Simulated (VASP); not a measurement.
# AlNi (P4/mmm) in VASP: further runs, part 2 of 2

VASP 6.6.1. The steps go on from the part before.

**3. Single point, PBEsol (strain +0.025 along x and y, +0.050 along z)**

INCAR reads:

```
SYSTEM = AlNi
ALGO     = Normal         ! electronic algorithm
EDIFF    = 1E-6           ! SCF threshold, eV
ENCUT    = 600            ! plane-wave cutoff, eV
GGA      = PS             ! functional
GGA_COMPAT= .False.      
ISIF     = 2              ! what is computed and relaxed
ISMEAR   = 0              ! smearing method
LASPH    = .True.         ! aspherical terms in the spheres
LCHARG   = .False.        ! write CHGCAR
LREAL    = .False.        ! projectors in reciprocal space
LWAVE    = .False.        ! write WAVECAR
NBANDS   = 14             ! bands
NELM     = 120            ! most SCF steps
PREC     = Accurate       ! precision mode
SIGMA    = 0.15           ! smearing width, eV
```

KPOINTS reads:

```
k-points
0
Gamma
  20 20 20
  0 0 0
```

POSCAR reads:

```
AlNi
1.0
    2.9337196908      0.0000000000      0.0000000000
    0.0000000000      2.9337196908      0.0000000000
    0.0000000000      0.0000000000      3.0052738296
Al Ni
1 1
Direct
    0.0000000000      0.0000000000      0.0000000000
    0.5000000000      0.5000000000      0.5000000000
```

Potentials or basis: VASP PAW PBE potentials, release 64 (Al, Ni).

On the command line:

```sh
> cat potpaw_PBE.64/Al/POTCAR potpaw_PBE.64/Ni/POTCAR > POTCAR
> mpirun -np 1 vasp_std > vasp.out
```

OUTCAR:

```text
SYSTEM = AlNi
   EDIFF = 1E-6
   ENCUT = 600
   GGA = PS
   ISIF = 2
   ISMEAR = 0
   LASPH = .True.
   LREAL = .False.
   NELM = 120
   PREC = Accurate

 ion  position               nearest neighbor table
   1  0.000  0.000  0.000-   2 2.56   2 2.56   2 2.56   2 2.56   2 2.56   2 2.56   2 2.56   2 2.56

   2  0.500  0.500  0.500-   1 2.56   1 2.56   1 2.56   1 2.56   1 2.56   1 2.56   1 2.56   1 2.56

  LATTYP: Found a simple tetragonal cell.
 ALAT       =     2.9337196908
 C/A-ratio  =     1.0243902439

  Lattice vectors:

 A1 = (   2.9337196908,   0.0000000000,   0.0000000000)
 A2 = (   0.0000000000,   2.9337196908,   0.0000000000)
 A3 = (   0.0000000000,   0.0000000000,   3.0052738296)

Analysis of symmetry for initial positions (statically):
=====================================================================
 Subroutine PRICEL returns:
 Original cell was already a primitive cell.

 Routine SETGRP: Setting up the symmetry group for a
 simple tetragonal supercell.

 Subroutine GETGRP returns: Found 16 space group operations
 (whereof 16 operations were pure point group operations)
 out of a pool of 16 trial point group operations.

The static configuration has the point symmetry D_4h.

Analysis of symmetry for dynamics (positions and initial velocities):
=====================================================================
 Subroutine PRICEL returns:
 Original cell was already a primitive cell.

 Routine SETGRP: Setting up the symmetry group for a
 simple tetragonal supercell.

 Subroutine GETGRP returns: Found 16 space group operations
 (whereof 16 operations were pure point group operations)
 out of a pool of 16 trial point group operations.

The dynamic configuration has the point symmetry D_4h.

 Subroutine INISYM returns: Found 16 space group operations
 (whereof 16 operations are pure point group operations),
 and found     1 'primitive' translations

----------------------------------------------------------------------------------------

                                     Primitive cell

[... 121 lines left out ...]
 non-spin polarized calculation
 Gauss-broadening in eV      SIGMA  =   0.15
  energy-cutoff  :      600.00
  volume of cell :       25.87
 maximum number of plane-waves:       888
 NGX is ok and might be reduce to    24
   NGX = 11   NGY = 11   NGZ = 13

 number of electron      12.9999998 magnetization

 Free energy of the ion-electron system (eV)
  ---------------------------------------------------
  ext. energy  EPLUGINS =         0.00000000
  ---------------------------------------------------
  free energy    TOTEN  =       -11.47837103 eV

  energy without entropy =      -11.46779327  energy(sigma->0) =      -11.47308215

 E-fermi :   8.9028     XC(G=0): -11.7909

 val. band max:        8.9004642074   @ k =   0.3500   0.1000   0.1500
 cond. band min:       8.9043426173   @ k =   0.3500   0.1500   0.1000
 fundamental gap:      0.0038784100
 Fermi energy:         8.9027837280

 k-point     1 :       0.0000    0.0000    0.0000
  band No.  band energies     occupation
      1      -1.6705      2.00000
      2       6.0128      2.00000
      3       6.0296      2.00000
      4       7.4938      2.00000
      5       7.4938      2.00000
      6       7.5532      2.00000
      7      13.5461      0.00000
      8      14.3490      0.00000
      9      14.3490      0.00000
     10      16.6689      0.00000
     11      16.8934      0.00000
     12      21.3054      0.00000
     13      28.7404      0.00000
     14      28.7404      0.00000
[... 377 lines left out ...]
      1      -0.7941      2.00000
      2       5.9289      2.00000
      3       6.1639      2.00000
      4       7.2208      2.00000
      5       7.2303      2.00000
      6       7.4543      2.00000
      7      10.7669      0.00000
      8      13.5816      0.00000
      9      14.6796      0.00000
     10      17.5046      0.00000
     11      20.5267      0.00000
     12      23.4214      0.00000
     13      24.6126      0.00000
     14      24.6313      0.00000

 [... further k-points ...]

------------------------ aborting loop because EDIFF is reached ----------------------------------------

  FORCE on cell =-STRESS in cart. coord.  units (eV):
  Direction    XX          YY          ZZ          XY          YZ          ZX
  --------------------------------------------------------------------------------------
  -------------------------------------------------------------------------------------
  Total       -2.1327223     -2.1327223     -2.3379309      0.0000000      0.0000000      0.0000000
  in kB     -132.1063239   -132.1063239   -144.8174752      0.0000000      0.0000000      0.0000000
  external PRESSURE =    -136.3433743 kB  Pullay stress =       0.0000000 kB

 VOLUME and BASIS-vectors are now :
 -----------------------------------------------------------------------------
  energy-cutoff  :      600.00
  volume of cell :       25.87
      direct lattice vectors                 reciprocal lattice vectors
     2.933719691  0.000000000  0.000000000     0.340864195  0.000000000  0.000000000
     0.000000000  2.933719691  0.000000000     0.000000000  0.340864195  0.000000000
     0.000000000  0.000000000  3.005273830     0.000000000  0.000000000  0.332748381

 POSITION                                       TOTAL-FORCE (eV/Angst)
 -----------------------------------------------------------------------------------
      0.00000      0.00000      0.00000         0.000000      0.000000      0.000000
      1.46686      1.46686      1.50264         0.000000      0.000000      0.000000
 -----------------------------------------------------------------------------------
    total drift:                                0.000000      0.000000     -0.000000

  FREE ENERGIE OF THE ION-ELECTRON SYSTEM (eV)
  ---------------------------------------------------
  free  energy   TOTEN  =       -11.4783710347 eV

  energy  without entropy=      -11.4677932702  energy(sigma->0) =      -11.47308215
```

Wall time 92 s (1 thread of Intel Xeon Platinum 8488C (Sapphire Rapids), shared host); peak memory 0.42 GiB.

Results:

| Property | Result |
| --- | --- |
| Free energy | -11.4784 eV |
| Pressure | -13.6 GPa |
| Band gap on the k mesh | zero (an odd number of electrons rules out a gap without spin polarisation) |

Levels at points of the mesh, in eV from the Fermi level:
| k point | band 5 | band 6 | band 7 | band 8 | band 9 | band 10 |
| --- | --- | --- | --- | --- | --- | --- |
| (0.00, 0.00, 0.00) | -1.41 | -1.35 | 4.64 | 5.45 | 5.45 | 7.77 |
| (0.50, 0.00, 0.00) | -1.98 | -1.33 | -0.55 | 8.18 | 9.14 | 9.79 |
| (0.50, 0.50, 0.00) | -1.92 | -1.92 | -0.89 | 1.47 | 2.26 | 11.09 |
| (0.00, 0.00, 0.50) | -1.99 | -1.28 | -0.71 | 8.20 | 9.81 | 9.81 |
| (0.50, 0.00, 0.50) | -1.84 | -1.82 | -0.94 | 1.26 | 2.07 | 11.63 |
| (0.50, 0.50, 0.50) | -0.87 | 2.02 | 2.06 | 2.06 | 3.06 | 4.06 |

Caveat: the cell differs from its parent crystal (strain +0.025 along x and y, +0.050 along z); the cell stands under tension; the PAW data sets were made with another functional, which shifts forces and pressure a little.

**4. Single point, PBEsol (strain +0.050 along x and y, +0.025 along z)**

INCAR reads:

```
ALGO = Normal
EDIFF = 1E-6
ENCUT = 600
GGA = PS
GGA_COMPAT = False
ISIF = 2
ISMEAR = 0
LASPH = True
LCHARG = False
LREAL = False
LWAVE = False
NBANDS = 14
NELM = 120
PREC = Accurate
SIGMA = 0.15
```

KPOINTS reads:

```
k-points
0
Gamma
  20 20 20
```

POSCAR reads:

```
AlNi
1.0
    3.0052738296      0.0000000000      0.0000000000
    0.0000000000      3.0052738296      0.0000000000
    0.0000000000      0.0000000000      2.9337196908
Al Ni
1 1
Direct
    0.0000000000      0.0000000000      0.0000000000
    0.5000000000      0.5000000000      0.5000000000
```

On the command line:

```sh
> cat potpaw_PBE.64/Al/POTCAR potpaw_PBE.64/Ni/POTCAR > POTCAR
> mpirun -np 1 vasp_std > vasp.out
```

Run time: 89 s. Hardware: 1 thread of Intel Xeon Platinum 8488C (Sapphire Rapids), shared host; peak memory 0.43 GiB.

It converged, with:

| Item | Value |
| --- | --- |
| Free energy | -11.4199 eV |
| Pressure | -16.0 GPa |
| Band gap on the k mesh | zero (an odd number of electrons rules out a gap without spin polarisation) |

Stress tensor (GPa, compression positive):
```
-16.50   0.00   0.00
  0.00 -16.50   0.00
  0.00   0.00 -15.10
```

Levels at points of the mesh, in eV from the Fermi level:
```tsv
k point	band 4	band 5	band 6	band 7	band 8	band 9	band 10	band 11
(0.00, 0.00, 0.00)	-1.39	-1.33	-1.33	4.82	4.82	5.62	7.72	7.88
(0.50, 0.00, 0.00)	-2.01	-1.88	-1.26	-0.64	8.14	9.21	9.64	9.98
(0.50, 0.50, 0.00)	-2.70	-1.74	-1.74	-0.92	1.14	1.90	11.55	14.67
(0.00, 0.00, 0.50)	-2.00	-2.00	-1.30	-0.49	8.17	9.31	9.31	9.86
(0.50, 0.00, 0.50)	-2.49	-1.84	-1.82	-0.88	1.36	2.09	11.02	14.06
(0.50, 0.50, 0.50)	-0.89	-0.84	2.05	2.05	2.09	2.86	3.89	4.13
```

Caveat: the cell differs from its parent crystal (strain +0.050 along x and y, +0.025 along z); the cell stands under tension; the PAW data sets were made with another functional, which shifts forces and pressure a little. Spin polarisation is off, so any magnetic state and its effect on volume and gap are missing.

**5. Overview**

```csv
cell,gap on the mesh (eV),pressure (GPa)
"a = 2.862, b = 2.862, c = 2.934 Å, 2 atoms",none,-3.9
"a = 2.934, b = 2.934, c = 3.005 Å, 2 atoms",none,-13.6
"a = 3.005, b = 3.005, c = 2.934 Å, 2 atoms",none,-16.0
```

Alike in all rows: task single point; level PBEsol; potentials or basis VASP PAW PBE potentials, release 64 (Al, Ni); no spin polarisation; k mesh 20 × 20 × 20; cutoff (eV) 600; smearing gaussian 0.15 eV.

Caveats: the cell stands under tension; the PAW data sets were made with another functional, which shifts forces and pressure a little.

Absolute energies hang on the potentials; compare differences alone.
